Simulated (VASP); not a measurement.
## RbBr: single point with HSE06

The system is RbBr.

```
CELL_PARAMETERS angstrom
0.00000 3.72555 3.72555
3.72555 0.00000 3.72555
3.72555 3.72555 0.00000
ATOMIC_POSITIONS crystal
Rb 0.00000 0.00000 0.00000
Br 0.25000 0.25000 0.25000
```

This cell differs from its parent crystal: strain -3.7%.

- Program: VASP 6.6.1
- Task: single point
- Functional: HSE06
- Potentials or basis: VASP PAW PBE potentials, release 64 (Rb_sv, Br)
- Cutoff: 520 eV
- k mesh: 4 × 4 × 4
- Occupations: gaussian, width 0.01 eV
- Spin: no spin polarisation

* Pressure: 1.4 GPa
* Band gap on the k mesh: 5.34 eV, indirect (least direct gap 5.50 eV)

Levels at points of the mesh, in eV from the valence-band top:
```csv
k point,band 5,band 6,band 7,band 8,band 9,band 10,band 11,band 12
"(0.00, 0.00, 0.00)",-8.97,-0.15,-0.15,-0.15,5.34,9.66,9.66,10.75
"(0.50, 0.00, 0.00)",-8.89,-0.37,-0.08,-0.08,7.75,7.86,9.25,9.25
"(0.50, 0.50, 0.00)",-8.82,-0.52,0.00,0.00,7.11,8.02,10.48,10.71
```

It took 10 min on 1 thread of Intel(R) Xeon(R) Platinum 8488C (Sapphire Rapids), with other jobs on the host, peak memory 0.36 GiB.

Caveat: the cell differs from its parent crystal (strain -3.7%); the PAW data sets were made with another functional, which shifts forces and pressure a little. A k mesh can miss the band edges.
